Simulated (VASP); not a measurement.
# Sc3Al5N8 (Cm) in VASP: notebook

Sc3Al5N8 is run at these levels: PBE; tasks: single point.

Program: VASP 6.6.1. These are calculated values, not measurements. Logs are shortened: lines on timing, memory, paths and dates and some standing lists are left out, and cuts for length are marked.

## (1) The cell of the first run

The structure is monoclinic, space group Cm (No. 8). Conventional cell: a = 11.424 Å, b = 6.597 Å, c = 10.190 Å, α = 90.00°, β = 90.09°, γ = 90.00°. Within 2.5 Å of Al (site symmetry 1) lie 4 N at 1.92 to 1.99 Å. Within 2.5 Å of Al (site symmetry m) lie 4 N at 1.89 to 2.00 Å. Al (site symmetry m) has 4 N at 1.92 to 1.98 Å within 2.5 Å. Al (site symmetry 1) has 4 N at 1.90 to 2.00 Å within 2.5 Å. Al (site symmetry m) has 4 N at 1.90 to 2.00 Å within 2.5 Å. Within 2.5 Å of Al (site symmetry 1) lie 4 N at 1.91 to 1.98 Å. Within 2.5 Å of Al (site symmetry m) lie 4 N at 1.92 to 2.00 Å. Within 2.7 Å of Sc (site symmetry m) lie 4 N at 2.06 to 2.15 Å.

## (2) Single point, PBE

INCAR reads:

```
ALGO = Normal
EDIFF = 1E-6
ENCUT = 520
GGA = PE
ISIF = 2
ISMEAR = 0
LASPH = True
LCHARG = False
LREAL = Auto
LWAVE = False
NBANDS = 110
NELM = 100
PREC = Accurate
SIGMA = 0.01
```

KPOINTS reads:

```
k-points
0
Gamma
  4 4 3
```

POSCAR reads:

```
Sc3Al5N8
1.0
    6.5958102399     -0.0004187896     -0.0045248634
   -3.2982678024      5.7127674106      0.0000000000
   -0.0068878855     -0.0039767225     10.1899186150
Al Sc N
10 6 16
Direct
    0.3378331773      0.1681805059      0.7507837211
    0.1704413652      0.8352206826     -0.0122012679
    0.1676526958      0.8338263479      0.5097794548
    0.3378331773      0.6696526714      0.7507837211
    0.6685198312      0.3298016410     -0.0038786939
    0.8290463774      0.1645231887      0.2500725436
    0.6623790504      0.3329099698      0.5031379321
    0.6685198312      0.8387181902     -0.0038786939
    0.6623790504      0.8294690806      0.5031379321
    0.8268283261      0.6634141630      0.7488886638
    0.1656709538      0.3328354769     -0.0093372884
    0.3373832505      0.1615586177      0.2451745542
    0.1680973513      0.3340486756      0.4989898410
    0.3373832505      0.6758246328      0.2451745542
    0.8234839733      0.1617419866      0.7426124398
    0.8376030218      0.6688015109      0.2434023687
    0.1497120729      0.3248560364      0.2014205926
    0.3398306072      0.1534711137      0.4515643852
    0.1823641583      0.3411820791      0.7080812965
    0.3469317149      0.1597809080      0.9394688720
    0.1666146955      0.8333073477      0.1728537859
    0.3398306072      0.6863594935      0.4515643852
    0.1646568351      0.8323284176      0.6992165890
    0.3469317149      0.6871508069      0.9394688720
    0.6796695654      0.3254840125      0.1833503676
    0.8105214505      0.1552607252      0.4458822829
    0.6551497005      0.3441119905      0.6901992987
    0.8154210730      0.1577105365      0.9430890682
    0.6796695654      0.8541855529      0.1833503676
    0.8351721959      0.6675860980      0.4530572135
    0.6551497005      0.8110377099      0.6901992987
    0.8313196591      0.6656598296      0.9405915422
```

Potentials or basis: VASP PAW PBE potentials, release 64 (Al, Sc_sv, N).

Started as:

```bash
cat potpaw_PBE.64/Al/POTCAR potpaw_PBE.64/Sc_sv/POTCAR potpaw_PBE.64/N/POTCAR > POTCAR
mpirun -np 1 vasp_std > vasp.out
```

OUTCAR:

```text
EDIFF = 1E-6
   ENCUT = 520
   GGA = PE
   ISIF = 2
   ISMEAR = 0
   LASPH = True
   LREAL = Auto
   NELM = 100
   PREC = Accurate

 ion  position               nearest neighbor table
   1  0.338  0.168  0.751-  27 1.92  20 1.93  19 1.93  23 1.99   2 3.08   3 3.11  11 3.11   5 3.13
                             7 3.13  13 3.20  15 3.23  10 3.25   4 3.29   4 3.31  10 3.35  15 3.37
   2  0.170  0.835  0.988-  21 1.89  20 1.92  24 1.92  32 2.00   1 3.08   4 3.08  10 3.12  12 3.22
                            14 3.22  16 3.23   5 3.27   8 3.27  11 3.30  11 3.30   5 3.32   8 3.32
   3  0.168  0.834  0.510-  18 1.92  22 1.92  23 1.93  30 1.98   1 3.11   4 3.11  10 3.12   7 3.28
                             9 3.28  12 3.28  14 3.28  13 3.30  13 3.30  16 3.30   7 3.32   9 3.32
   4  0.338  0.670  0.751-  31 1.92  24 1.93  19 1.93  23 1.99   2 3.08   3 3.11  11 3.11   8 3.13
                             9 3.13  13 3.20  15 3.23  10 3.25   1 3.29   1 3.31  10 3.35  15 3.37
   5  0.669  0.330  0.996-  28 1.90  25 1.91  20 1.93  32 2.00   1 3.13  10 3.16  12 3.17  15 3.18
                            16 3.18   6 3.19   8 3.24  11 3.27   2 3.27   2 3.32  11 3.33   8 3.36
   6  0.829  0.165  0.250-  17 1.90  29 1.90  25 1.90  26 2.00   8 3.19   5 3.19  13 3.19   9 3.21
                             7 3.21  14 3.23  12 3.23  11 3.27  16 3.30  16 3.30  14 3.36  12 3.36
   7  0.662  0.333  0.503-  27 1.91  18 1.92  26 1.95  30 1.98  15 3.09   1 3.13  10 3.13   6 3.21
                            12 3.22  13 3.26  16 3.27   9 3.28   3 3.28   3 3.32   9 3.32  13 3.33
   8  0.669  0.839  0.996-  28 1.90  29 1.91  24 1.93  32 2.00   4 3.13  10 3.16  14 3.17  15 3.18
                            16 3.18   6 3.19   5 3.24  11 3.27   2 3.27   2 3.32  11 3.33   5 3.36
   9  0.662  0.829  0.503-  31 1.91  22 1.92  26 1.95  30 1.98  15 3.09   4 3.13  10 3.13   6 3.21
[... 17 lines left out ...]
  19  0.182  0.341  0.708-   1 1.93   4 1.93  15 2.08  13 2.13
  20  0.347  0.160  0.939-   2 1.92   1 1.93   5 1.93  11 2.09
  21  0.167  0.833  0.173-   2 1.89  16 2.01  14 2.01  12 2.01
  22  0.340  0.686  0.452-   9 1.92   3 1.92  13 2.07  14 2.10
[... 8 lines left out ...]
  31  0.655  0.811  0.690-   9 1.91   4 1.92  10 1.92  15 2.07
  32  0.831  0.666  0.941-  10 1.95   2 2.00   8 2.00   5 2.00

  LATTYP: Found a base centered monoclinic cell.
 ALAT       =    11.4238632474
 B/A-ratio  =     0.5774347488
 C/A-ratio  =     0.8919856180
 COS(beta)  =    -0.0015726977

  Lattice vectors:

 A1 = (   6.5958102399,  -0.0004187896,  -0.0045248634)
 A2 = (   3.2975424375,   5.7123486210,  -0.0045248634)
 A3 = (  -0.0068878855,  -0.0039767225,  10.1899186150)

Analysis of symmetry for initial positions (statically):
=====================================================================
 Subroutine PRICEL returns:
 Original cell was already a primitive cell.

 Routine SETGRP: Setting up the symmetry group for a
 base centered monoclinic supercell.

 Subroutine GETGRP returns: Found  2 space group operations
 (whereof  1 operations were pure point group operations)
 out of a pool of  4 trial point group operations.

The static configuration has the point symmetry C_1 .
 The point group associated with its full space group is C_1h.

Analysis of symmetry for dynamics (positions and initial velocities):
=====================================================================
 Subroutine PRICEL returns:
 Original cell was already a primitive cell.

 Routine SETGRP: Setting up the symmetry group for a
 base centered monoclinic supercell.

 Subroutine GETGRP returns: Found  2 space group operations
 (whereof  1 operations were pure point group operations)
 out of a pool of  4 trial point group operations.

The dynamic configuration has the point symmetry C_1 .
 The point group associated with its full space group is C_1h.

 Subroutine INISYM returns: Found  2 space group operations
 (whereof  1 operations are pure point group operations),
 and found     1 'primitive' translations

----------------------------------------------------------------------------------------

                                     Primitive cell

  volume of cell :     383.9452

  direct lattice vectors                    reciprocal lattice vectors
     6.595810240 -0.000418790 -0.004524863     0.151617048  0.087536143  0.000136648
    -3.298267802  5.712767411  0.000000000     0.000011162  0.175052955  0.000068324
    -0.006887885 -0.003976722 10.189918615     0.000067326  0.000038871  0.098136271

  length of vectors
     6.595811805  6.596535605 10.189921719     0.175072340  0.175052968  0.098136302

  position of ions in fractional coordinates (direct lattice)
[... 78 lines left out ...]
  Cartesian coordinates                     Fractional coordinates (reciprocal lattice)
     0.037904262  0.021884036  0.000034162     0.250000000  0.000000000 -0.000000000
     0.000002790  0.043763239  0.000017081    -0.000000000  0.250000000 -0.000000000
     0.000022442  0.000012957  0.032712090     0.000000000  0.000000000  0.333333333

  Length of vectors
     0.043768085  0.043763242  0.032712101

  Shift w.r.t. Gamma in fractional coordinates (k-lattice)
     0.000000000  0.000000000  0.000000000

 Subroutine IBZKPT returns following result:
 ===========================================

 Found     17 irreducible k-points:

 Following reciprocal coordinates:
            Coordinates               Weight
  0.000000  0.000000  0.000000      1.000000
  0.250000  0.000000  0.000000      2.000000
  0.500000  0.000000  0.000000      1.000000
 -0.000000  0.250000 -0.000000      4.000000
  0.250000  0.250000  0.000000      4.000000
 -0.000000  0.500000 -0.000000      2.000000
[... 9 lines left out ...]
  0.000000  0.500000  0.333333      4.000000
  0.250000  0.500000  0.333333      4.000000
   k-points           NKPTS =     17   k-points in BZ     NKDIM =     17   number of bands    NBANDS=    110
   number of dos      NEDOS =    301   number of ions     NIONS =     32
   total plane-waves  NPLWV = 200000
   dimension x,y,z NGX =    50 NGY =   50 NGZ =   80
   dimension x,y,z NGXF=   100 NGYF=  100 NGZF=  160
   ions per type =              10   6  16
   NGX,Y,Z   is equivalent  to a cutoff of  12.60, 12.60, 13.05 a.u.
   NGXF,Y,Z  is equivalent  to a cutoff of  25.20, 25.20, 26.10 a.u.
 SYSTEM =  unknown system
   PREC   = accura    normal or accurate (medium, high low for compatibility)
   ISTART =      0    job   : 0-new  1-cont  2-samecut
   ICHARG =      2    charge: 1-file 2-atom 10-const
   ISPIN  =      1    spin polarized calculation?
   LNONCOLLINEAR =      F non collinear calculations
   LSORBIT =      F    spin-orbit coupling
   LASPH  =      T    aspherical Exc in radial PAW
   ENCUT  =  520.0 eV  38.22 Ry    6.18 a.u.  12.26 12.27 18.95*2*pi/ulx,y,z
   NELM   =    100;   NELMIN=  2; NELMDL= -5     # of ELM steps
   EDIFF  = 0.1E-05   stopping-criterion for ELM
   LREAL  =      T    real-space projection
   EDIFFG = 0.1E-04   stopping-criterion for IOM
   NSW    =      0    number of steps for IOM
   IBRION =     -1    ionic relax: 0-MD 1-quasi-New 2-CG
   NFREE  =      0    steps in history (QN), initial steepest desc. (CG)
   ISIF   =      2    stress and relaxation
   ISYM   =      2    0-nonsym 1-usesym 2-fastsym
   POTIM  = 0.5000    time-step for ionic-motion
   TEBEG  =    0.0;   TEEND  =   0.0 temperature during run
   PSTRESS=    0.0 pullay stress
   NELECT =     176.0000    total number of electrons
   NUPDOWN=      -1.0000    fix difference up-down
   EMIN   =  10.00;   EMAX   =-10.00  energy-range for DOS
   EFERMI =   0.00;   METHOD = LEGACY
   ISMEAR =     0;   SIGMA  =   0.01  broadening in eV -4-tet -1-fermi 0-gaus
   EFERMI_NEDOS =   21; number of points for ismear=-14 and -15
   IALGO  =     38    algorithm
   IMIX   =      4    mixing-type and parameters
     AMIX     =   0.40;   BMIX     =  1.00
     AMIX_MAG =   1.60;   BMIX_MAG =  1.00
  volume/ion in A,a.u.               =      12.00        80.97
  Fermi-wavevector in a.u.,A,eV,Ry     =   1.262281  2.385365 21.678882  1.593353
  Thomas-Fermi vector in A             =   2.395697
   LORBIT       =      0    0 simple, 1 ext, 2 COOP (PROOUT), +10 PAW based schemes
   GGA     = PE    functional components
   LHFCALC =     F    Hartree Fock is set to
   AEXX    =    0.0000 exact exchange contribution
   IVDW    =     0    specifies the selected vdW correction
   LEPSILON=     F    determine dielectric tensor
   LRPA    =     F    only Hartree local field effects (RPA)
 non-spin polarized calculation
 Gauss-broadening in eV      SIGMA  =   0.01
  energy-cutoff  :      520.00
  volume of cell :      383.95
 maximum number of plane-waves:     10369
 NGX is ok and might be reduce to    50
   NGX = 25   NGY = 25   NGZ = 37

 number of electron     175.9999993 magnetization

 Free energy of the ion-electron system (eV)
  ---------------------------------------------------
  ext. energy  EPLUGINS =         0.00000000
  ---------------------------------------------------
  free energy    TOTEN  =      -253.78091791 eV

  energy without entropy =     -253.78091791  energy(sigma->0) =     -253.78091791

 E-fermi :   4.6237     XC(G=0): -10.6941

 val. band max:        4.4496952705   @ k =   0.2500   0.5000   0.0000
 cond. band min:       7.8540032285   @ k =   0.0000   0.0000   0.0000
 fundamental gap:      3.4043079579
 Fermi energy:         4.6237021603

 k-point     1 :       0.0000    0.0000    0.0000
  band No.  band energies     occupation
      1     -42.5499      2.00000
      2     -42.5372      2.00000
      3     -42.2909      2.00000
      4     -42.2789      2.00000
      5     -42.2270      2.00000
      6     -42.2087      2.00000
[... 1740 lines left out ...]
     99       9.4382      0.00000
    100       9.5891      0.00000
 [bands above 100 left out]

------------------------ aborting loop because EDIFF is reached ----------------------------------------

  FORCE on cell =-STRESS in cart. coord.  units (eV):
  Direction    XX          YY          ZZ          XY          YZ          ZX
  --------------------------------------------------------------------------------------
  -------------------------------------------------------------------------------------
  Total        0.5432962      0.5468011      0.5962440     -0.0030354      0.0001735      0.0002990
  in kB        2.2671382      2.2817641      2.4880859     -0.0126664      0.0007239      0.0012479
  external PRESSURE =       2.3456627 kB  Pullay stress =       0.0000000 kB

 VOLUME and BASIS-vectors are now :
 -----------------------------------------------------------------------------
  energy-cutoff  :      520.00
  volume of cell :      383.95
      direct lattice vectors                 reciprocal lattice vectors
     6.595810240 -0.000418790 -0.004524863     0.151617048  0.087536143  0.000136648
    -3.298267802  5.712767411  0.000000000     0.000011162  0.175052955  0.000068324
    -0.006887885 -0.003976722 10.189918615     0.000067326  0.000038871  0.098136271

 POSITION                                       TOTAL-FORCE (eV/Angst)
 -----------------------------------------------------------------------------------
      1.66841      0.95765      7.64890        -0.003447      0.000003      0.002633
     -1.63739      4.76742     10.06482         0.002938      0.001697      0.002783
     -1.64789      4.76136      5.19385         0.000466      0.000269     -0.003293
      0.01442      3.82244      7.64890        -0.001721     -0.002987      0.002633
      3.31479      1.87984     10.14737        -0.003135     -0.001342     -0.000414
      4.92387      0.93854      2.54447         0.000906      0.000523      0.000359
[... 24 lines left out ...]
      1.64147      4.63025      7.03011         0.002230     -0.060165     -0.014351
      3.28122      3.79867      9.58079         0.000466      0.000269     -0.002368
 -----------------------------------------------------------------------------------
    total drift:                               -0.003422     -0.001971      0.004583

  FREE ENERGIE OF THE ION-ELECTRON SYSTEM (eV)
  ---------------------------------------------------
  free  energy   TOTEN  =      -253.7809179136 eV

  energy  without entropy=     -253.7809179136  energy(sigma->0) =     -253.78091791
```

It took 20 min on 1 thread of Intel Xeon Platinum 8488C (Sapphire Rapids), shared host; peak memory 0.73 GiB.

What came out:

```
Free energy            : -253.7809 eV
Pressure               : 0.2 GPa
Largest force          : 0.082 eV/Å
Band gap on the k mesh : 3.40 eV (least direct gap 3.46 eV)
```

Forces in eV/Å, atoms in the order of the input:
```
Al  -0.003  0.000  0.003
Al   0.003  0.002  0.003
Al   0.000  0.000 -0.003
Al  -0.002 -0.003  0.003
Al  -0.003 -0.001  0.000
Al   0.001  0.001  0.000
Al   0.003 -0.003  0.004
Al  -0.003 -0.002  0.000
Al  -0.001  0.004  0.004
Al   0.000  0.000 -0.002
Sc   0.009  0.005  0.000
Sc   0.000  0.014  0.010
Sc  -0.007 -0.004 -0.001
Sc   0.012 -0.007  0.010
Sc   0.001  0.001 -0.021
Sc  -0.011 -0.007  0.019
N   -0.063 -0.037  0.014
N    0.053 -0.033  0.040
N    0.053  0.031  0.034
N    0.051 -0.029 -0.018
N   -0.004 -0.002 -0.082
N   -0.002  0.063  0.040
N   -0.001 -0.001 -0.001
N    0.000  0.058 -0.018
N    0.060 -0.031 -0.041
N   -0.047 -0.027 -0.023
N   -0.051  0.032 -0.014
N   -0.055 -0.032  0.047
N    0.003  0.067 -0.041
N    0.002  0.001  0.052
N    0.002 -0.060 -0.014
N    0.000  0.000 -0.002
```

[end of part 1 of 3]
